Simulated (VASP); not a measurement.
Wanted: the native input for a VASP 6.6.1 run.

```
Task                   : single point
Functional             : PBE
Potentials or basis    : VASP PAW PBE potentials, release 64 (Sn_d, O)
Cutoff                 : 520 eV
k mesh                 : 12 × 12 × 12
Occupations            : gaussian, width 0.05 eV
Spin                   : no spin polarisation
Dipole correction      : no
Further INCAR settings : ALGO = Normal; EDIFF = 1e-06; NBANDS = 20
```

The structure of SnO2 lies in POSCAR:

```
SnO2
1.0
    1.5359500000      0.8867811460      4.9182553763
   -1.5359500000      0.8867811460      4.9182553763
    0.0000000000     -1.7735622919      4.9182553763
Sn O
1 2
Direct
    0.5000000000      0.5000000000      0.5000000000
    0.2348826742      0.2348826742      0.2348826742
    0.7651173258      0.7651173258      0.7651173258
```

One way to write it, as run:

INCAR

```
  PREC = Accurate
  ENCUT = 520
  EDIFF = 1E-6
  ISMEAR = 0
  SIGMA = 0.05
  LREAL = False
  LASPH = True
  NELM = 100
  ALGO = Normal
  ISIF = 2
  LWAVE = False
  LCHARG = False
  GGA = PE
  NBANDS = 20
```

KPOINTS

```
Automatic mesh
0
Gamma
  12 12 12
```

Potentials or basis: VASP PAW PBE potentials, release 64 (Sn_d, O).

The run is started by

```console
$ cat potpaw_PBE.64/Sn_d/POTCAR potpaw_PBE.64/O/POTCAR > POTCAR
$ mpirun -np 1 vasp_std > vasp.out
```

It gave:

```yaml
Pressure: 23.2 GPa
Largest_force: 1.321 eV/Å
Band_gap_on_the_k_mesh: 3.06 eV, indirect (least direct gap 3.42 eV)
```

Caveat: spin-orbit coupling is left out, which moves the levels of the heavy elements; forces of over 1 eV/Å act on the atoms, so gaps and moduli don't describe the material at rest.

It took 2.5 min on 1 thread of Intel(R) Xeon(R) 6975P-C (Granite Rapids), on a shared host, peak memory 0.33 GiB.
